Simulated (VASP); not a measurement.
# Al2Ru (Fddd) in VASP: a series of runs

Al2Ru is run at these levels: PBEsol; tasks: single point.

Program: VASP 6.6.1. These are calculated values, not measurements. Logs are shortened: lines on timing, memory, paths and dates and some standing lists are left out, and cuts for length are marked.

**1. The cell of the first run**

The structure is orthorhombic, space group Fddd (No. 70). Conventional cell: a = 4.705 Å, b = 7.980 Å, c = 8.783 Å, α = 90.00°, β = 90.00°, γ = 90.00°. Within 3.4 Å of Al (site symmetry 2) lie 5 Ru at 2.57 to 2.72 Å and 9 Al at 2.60 to 3.19 Å. Within 3.4 Å of Ru (site symmetry 222) lie 10 Al at 2.57 to 2.72 Å and 4 Ru at 3.19 Å.

**2. Single point, PBEsol**

INCAR

```
SYSTEM = Al2Ru
ALGO = Normal
EDIFF = 1E-6
ENCUT = 500
GGA = PS
GGA_COMPAT = .FALSE.
ISIF = 2
ISMEAR = 0
ISYM = -1
LASPH = .TRUE.
LCHARG = .FALSE.
LREAL = .FALSE.
LWAVE = .FALSE.
NBANDS = 29
NELM = 120
PREC = Accurate
SIGMA = 0.01
```

KPOINTS

```
explicit points
32
Reciprocal
  0.12500000   0.12500000   0.12500000 2
  0.12500000   0.12500000   0.37500000 2
  0.12500000   0.12500000   0.62500000 2
  0.12500000   0.12500000   0.87500000 2
  0.12500000   0.37500000   0.12500000 2
  0.12500000   0.37500000   0.37500000 2
  0.12500000   0.37500000   0.62500000 2
  0.12500000   0.37500000   0.87500000 2
  0.12500000   0.62500000   0.12500000 2
  0.12500000   0.62500000   0.37500000 2
  0.12500000   0.62500000   0.62500000 2
  0.12500000   0.62500000   0.87500000 2
  0.12500000   0.87500000   0.12500000 2
  0.12500000   0.87500000   0.37500000 2
  0.12500000   0.87500000   0.62500000 2
  0.12500000   0.87500000   0.87500000 2
  0.37500000   0.12500000   0.12500000 2
  0.37500000   0.12500000   0.37500000 2
  0.37500000   0.12500000   0.62500000 2
  0.37500000   0.12500000   0.87500000 2
  0.37500000   0.37500000   0.12500000 2
  0.37500000   0.37500000   0.37500000 2
  0.37500000   0.37500000   0.62500000 2
  0.37500000   0.37500000   0.87500000 2
  0.37500000   0.62500000   0.12500000 2
  0.37500000   0.62500000   0.37500000 2
  0.37500000   0.62500000   0.62500000 2
  0.37500000   0.62500000   0.87500000 2
  0.37500000   0.87500000   0.12500000 2
  0.37500000   0.87500000   0.37500000 2
  0.37500000   0.87500000   0.62500000 2
  0.37500000   0.87500000   0.87500000 2
```

POSCAR

```
Al2Ru
1.0
    0.0000000000      3.9898374997      4.3915250777
    2.3524746913      0.0000000000      4.3915250777
    2.3524746913      3.9898374997      0.0000000000
Al Ru
4 2
Direct
    0.0790610300      0.4209389700      0.0790610300
    0.4209389700      0.0790610300      0.4209389700
    0.1709389700      0.8290610300      0.1709389700
    0.8290610300      0.1709389700      0.8290610300
    0.7500000000      0.7500000000      0.7500000000
    0.5000000000      0.5000000000      0.5000000000
```

Potentials or basis: VASP PAW PBE potentials, release 64 (Al, Ru_pv).

On the command line:

```console
> cat potpaw_PBE.64/Al/POTCAR potpaw_PBE.64/Ru_pv/POTCAR > POTCAR
> mpirun -np 1 vasp_std > vasp.out
```

OUTCAR:

```text
SYSTEM = Al2Ru
   EDIFF = 1E-6
   ENCUT = 500
   GGA = PS
   ISIF = 2
   ISMEAR = 0
   ISYM = -1
   LASPH = .TRUE.
   LREAL = .FALSE.
   NELM = 120
   PREC = Accurate

 ion  position               nearest neighbor table
   1  0.079  0.421  0.079-   6 2.57   6 2.57   3 2.60   3 2.60   5 2.63   2 2.67   2 2.67   5 2.72
                             5 2.72   2 2.73   4 3.19   4 3.19   4 3.19   4 3.19
   2  0.421  0.079  0.421-   6 2.57   6 2.57   4 2.60   4 2.60   5 2.63   1 2.67   1 2.67   5 2.72
                             5 2.72   1 2.73   3 3.19   3 3.19   3 3.19   3 3.19
   3  0.171  0.829  0.171-   5 2.57   5 2.57   1 2.60   1 2.60   6 2.63   4 2.67   4 2.67   6 2.72
                             6 2.72   4 2.73   2 3.19   2 3.19   2 3.19   2 3.19
   4  0.829  0.171  0.829-   5 2.57   5 2.57   2 2.60   2 2.60   6 2.63   3 2.67   3 2.67   6 2.72
                             6 2.72   3 2.73   1 3.19   1 3.19   1 3.19   1 3.19
   5  0.750  0.750  0.750-   4 2.57   3 2.57   4 2.57   3 2.57   1 2.63   2 2.63   2 2.72   2 2.72
                             1 2.72   1 2.72   6 3.19   6 3.19   6 3.19   6 3.19
   6  0.500  0.500  0.500-   1 2.57   2 2.57   1 2.57   2 2.57   3 2.63   4 2.63   3 2.72   3 2.72
                             4 2.72   4 2.72   5 3.19   5 3.19   5 3.19   5 3.19

IMPORTANT INFORMATION: All symmetrisations will be switched off!
NOSYMM: (Re-)initialisation of all symmetry stuff for point group C_1.

----------------------------------------------------------------------------------------

                                     Primitive cell

  volume of cell :      82.4376

  direct lattice vectors                    reciprocal lattice vectors
     0.000000000  3.989837500  4.391525078    -0.212542138  0.125318387  0.113855663
     2.352474691  0.000000000  4.391525078     0.212542138 -0.125318387  0.113855663
     2.352474691  3.989837500  0.000000000     0.212542138  0.125318387 -0.113855663

  length of vectors
     5.933320806  4.981930317  4.631731906     0.271738791  0.271738791  0.271738791

  position of ions in fractional coordinates (direct lattice)
     0.079061030  0.420938970  0.079061030
     0.420938970  0.079061030  0.420938970
     0.170938970  0.829061030  0.170938970
     0.829061030  0.170938970  0.829061030
     0.750000000  0.750000000  0.750000000
     0.500000000  0.500000000  0.500000000

  ion indices of the primitive-cell ions
   primitive index   ion index
                 1           1
                 2           2
                 3           3
                 4           4
                 5           5
                 6           6

----------------------------------------------------------------------------------------

 KPOINTS: explicit points

Read explicit list of k-points.

 Found     32 k-points:

 Following reciprocal coordinates:
            Coordinates               Weight
  0.125000  0.125000  0.125000      0.031250
  0.125000  0.125000  0.375000      0.031250
  0.125000  0.125000  0.625000      0.031250
  0.125000  0.125000  0.875000      0.031250
  0.125000  0.375000  0.125000      0.031250
  0.125000  0.375000  0.375000      0.031250
[... 16 lines left out ...]
  0.375000  0.375000  0.625000      0.031250
  0.375000  0.375000  0.875000      0.031250
 [... further k-points ...]
   k-points           NKPTS =     32   k-points in BZ     NKDIM =     32   number of bands    NBANDS=     29
   number of dos      NEDOS =    301   number of ions     NIONS =      6
   total plane-waves  NPLWV =  62208
   dimension x,y,z NGX =    48 NGY =   36 NGZ =   36
   dimension x,y,z NGXF=    96 NGYF=   72 NGZF=   72
   ions per type =               4   2
   NGX,Y,Z   is equivalent  to a cutoff of  13.45, 12.01, 12.92 a.u.
   NGXF,Y,Z  is equivalent  to a cutoff of  26.90, 24.03, 25.84 a.u.
 SYSTEM =  Al2Ru
   PREC   = accura    normal or accurate (medium, high low for compatibility)
   ISTART =      0    job   : 0-new  1-cont  2-samecut
   ICHARG =      2    charge: 1-file 2-atom 10-const
   ISPIN  =      1    spin polarized calculation?
   LNONCOLLINEAR =      F non collinear calculations
   LSORBIT =      F    spin-orbit coupling
   LASPH  =      T    aspherical Exc in radial PAW
   ENCUT  =  500.0 eV  36.75 Ry    6.06 a.u.  10.82  9.08  8.44*2*pi/ulx,y,z
   NELM   =    120;   NELMIN=  2; NELMDL= -5     # of ELM steps
   EDIFF  = 0.1E-05   stopping-criterion for ELM
   LREAL  =      F    real-space projection
   EDIFFG = 0.1E-04   stopping-criterion for IOM
   NSW    =      0    number of steps for IOM
   IBRION =     -1    ionic relax: 0-MD 1-quasi-New 2-CG
   NFREE  =      0    steps in history (QN), initial steepest desc. (CG)
   ISIF   =      2    stress and relaxation
   ISYM   =     -1    0-nonsym 1-usesym 2-fastsym
   POTIM  = 0.5000    time-step for ionic-motion
   TEBEG  =    0.0;   TEEND  =   0.0 temperature during run
   PSTRESS=    0.0 pullay stress
   NELECT =      40.0000    total number of electrons
   NUPDOWN=      -1.0000    fix difference up-down
   EMIN   =  10.00;   EMAX   =-10.00  energy-range for DOS
   EFERMI =   0.00;   METHOD = LEGACY
   ISMEAR =     0;   SIGMA  =   0.01  broadening in eV -4-tet -1-fermi 0-gaus
   EFERMI_NEDOS =   21; number of points for ismear=-14 and -15
   IALGO  =     38    algorithm
   IMIX   =      4    mixing-type and parameters
     AMIX     =   0.40;   BMIX     =  1.00
     AMIX_MAG =   1.60;   BMIX_MAG =  1.00
  volume/ion in A,a.u.               =      13.74        92.72
  Fermi-wavevector in a.u.,A,eV,Ry     =   1.286430  2.431001 22.516327  1.654903
  Thomas-Fermi vector in A             =   2.418505
   LORBIT       =      0    0 simple, 1 ext, 2 COOP (PROOUT), +10 PAW based schemes
   GGA     = PS    functional components
   LHFCALC =     F    Hartree Fock is set to
   AEXX    =    0.0000 exact exchange contribution
   IVDW    =     0    specifies the selected vdW correction
   LEPSILON=     F    determine dielectric tensor
   LRPA    =     F    only Hartree local field effects (RPA)
 non-spin polarized calculation
 Gauss-broadening in eV      SIGMA  =   0.01
  energy-cutoff  :      500.00
  volume of cell :       82.44
 maximum number of plane-waves:      2108
 NGX is ok and might be reduce to    48
   NGX = 21   NGY = 19   NGZ = 17

 number of electron      40.0000001 magnetization

 Free energy of the ion-electron system (eV)
  ---------------------------------------------------
  ext. energy  EPLUGINS =         0.00000000
  ---------------------------------------------------
  free energy    TOTEN  =       -40.82906157 eV

  energy without entropy =      -40.82906157  energy(sigma->0) =      -40.82906157

 E-fermi :   9.9840     XC(G=0): -12.0074

 val. band max:        9.9053436887   @ k =   0.1250   0.1250   0.1250
 cond. band min:      10.7332297452   @ k =   0.1250   0.3750   0.3750
 fundamental gap:      0.8278860565
 Fermi energy:         9.9839744077

 k-point     1 :       0.1250    0.1250    0.1250
  band No.  band energies     occupation
      1     -32.0724      2.00000
      2     -31.9982      2.00000
      3     -31.9801      2.00000
      4     -31.9379      2.00000
      5     -31.9260      2.00000
      6     -31.9210      2.00000
[... 21 lines left out ...]
     28      15.3868      0.00000
     29      15.8341      0.00000

 k-point     2 :       0.1250    0.1250    0.3750
  band No.  band energies     occupation
      1     -32.0658      2.00000
      2     -32.0160      2.00000
      3     -31.9708      2.00000
      4     -31.9347      2.00000
      5     -31.9297      2.00000
      6     -31.9216      2.00000
[... 21 lines left out ...]
     28      16.8784      0.00000
     29      17.5860      0.00000

 k-point     3 :       0.1250    0.1250    0.6250
  band No.  band energies     occupation
      1     -32.0579      2.00000
      2     -32.0218      2.00000
      3     -31.9728      2.00000
      4     -31.9439      2.00000
      5     -31.9240      2.00000
      6     -31.9191      2.00000
[... 21 lines left out ...]
     28      16.7504      0.00000
     29      17.5254      0.00000

 k-point     4 :       0.1250    0.1250    0.8750
  band No.  band energies     occupation
      1     -32.0667      2.00000
      2     -32.0018      2.00000
      3     -31.9813      2.00000
      4     -31.9454      2.00000
      5     -31.9239      2.00000
      6     -31.9173      2.00000
[... 21 lines left out ...]
     28      15.5088      0.00000
     29      15.8533      0.00000

 k-point     5 :       0.1250    0.3750    0.1250
  band No.  band energies     occupation
      1     -32.0649      2.00000
      2     -32.0174      2.00000
      3     -31.9672      2.00000
      4     -31.9442      2.00000
      5     -31.9264      2.00000
      6     -31.9184      2.00000
[... 21 lines left out ...]
     28      17.3322      0.00000
     29      17.8786      0.00000
[... 510 lines left out ...]
     28      15.5790      0.00000
     29      16.4001      0.00000

 k-point    22 :       0.3750    0.3750    0.3750
  band No.  band energies     occupation
      1     -32.0632      2.00000
      2     -32.0173      2.00000
      3     -31.9725      2.00000
      4     -31.9384      2.00000
      5     -31.9272      2.00000
      6     -31.9204      2.00000
[... 21 lines left out ...]
     28      17.2386      0.00000
     29      17.9887      0.00000

 k-point    23 :       0.3750    0.3750    0.6250
  band No.  band energies     occupation
      1     -32.0533      2.00000
      2     -32.0264      2.00000
      3     -31.9702      2.00000
      4     -31.9497      2.00000
      5     -31.9215      2.00000
      6     -31.9187      2.00000
[... 21 lines left out ...]
     28      16.2775      0.00000
     29      17.2635      0.00000

 k-point    24 :       0.3750    0.3750    0.8750
  band No.  band energies     occupation
      1     -32.0418      2.00000
      2     -32.0258      2.00000
      3     -31.9737      2.00000
      4     -31.9645      2.00000
      5     -31.9173      2.00000
      6     -31.9150      2.00000
[... 21 lines left out ...]
     28      15.5784      0.00000
     29      16.0384      0.00000

 [... further k-points ...]

------------------------ aborting loop because EDIFF is reached ----------------------------------------

  FORCE on cell =-STRESS in cart. coord.  units (eV):
  Direction    XX          YY          ZZ          XY          YZ          ZX
  --------------------------------------------------------------------------------------
  -------------------------------------------------------------------------------------
  Total       -0.1985474     -0.1685414     -0.2985579      0.0247280      0.0062269      0.0074900
  in kB       -3.8587737     -3.2756056     -5.8024791      0.4805883      0.1210208      0.1455676
  external PRESSURE =      -4.3122861 kB  Pullay stress =       0.0000000 kB

 VOLUME and BASIS-vectors are now :
 -----------------------------------------------------------------------------
  energy-cutoff  :      500.00
  volume of cell :       82.44
      direct lattice vectors                 reciprocal lattice vectors
     0.000000000  3.989837500  4.391525078    -0.212542138  0.125318387  0.113855663
     2.352474691  0.000000000  4.391525078     0.212542138 -0.125318387  0.113855663
     2.352474691  3.989837500  0.000000000     0.212542138  0.125318387 -0.113855663

 POSITION                                       TOTAL-FORCE (eV/Angst)
 -----------------------------------------------------------------------------------
      1.17624      0.63088      2.19576         0.003864     -0.015908      0.003680
      1.17624      3.35896      2.19576        -0.001655      0.016243      0.001960
      2.35247      1.36404      4.39153        -0.003863      0.015899     -0.003679
      2.35247      6.61564      4.39153         0.001656     -0.016239     -0.001958
      3.52871      5.98476      6.58729         0.005361      0.004132     -0.003053
      2.35247      3.98984      4.39153        -0.005363     -0.004126      0.003050
 -----------------------------------------------------------------------------------
    total drift:                               -0.000005      0.000007     -0.000003

  FREE ENERGIE OF THE ION-ELECTRON SYSTEM (eV)
  ---------------------------------------------------
  free  energy   TOTEN  =       -40.8290615666 eV

  energy  without entropy=      -40.8290615666  energy(sigma->0) =      -40.82906157
```

Wall time 58 s (1 thread of Intel Xeon 6975P-C (Granite Rapids), shared host); peak memory 0.26 GiB.

Results:

| Quantity | Value |
| --- | --- |
| Free energy | -40.8291 eV |
| Pressure | -0.4 GPa |
| Largest force | 0.017 eV/Å |
| Band gap on the k mesh | 0.83 eV (least direct gap 1.25 eV) |

Forces in eV/Å, atoms in the order of the input:
```
Al   0.004 -0.016  0.004
Al  -0.002  0.016  0.002
Al  -0.004  0.016 -0.004
Al   0.002 -0.016 -0.002
Ru   0.005  0.004 -0.003
Ru  -0.005 -0.004  0.003
```

Stress tensor (GPa, compression positive):
```
-0.39  0.05  0.01
 0.05 -0.33  0.01
 0.01  0.01 -0.58
```

Levels at points of the mesh, in eV from the valence-band top:
| k point | band 18 | band 19 | band 20 | band 21 | band 22 | band 23 |
| --- | --- | --- | --- | --- | --- | --- |
| (0.12, 0.12, 0.12) | -0.67 | -0.53 | 0.00 | 2.06 | 2.47 | 2.89 |

Caveat: the PAW data sets were made with another functional, which shifts forces and pressure a little; a shifted mesh leaves out Γ, where band edges can lie.

[end of part 1 of 2]
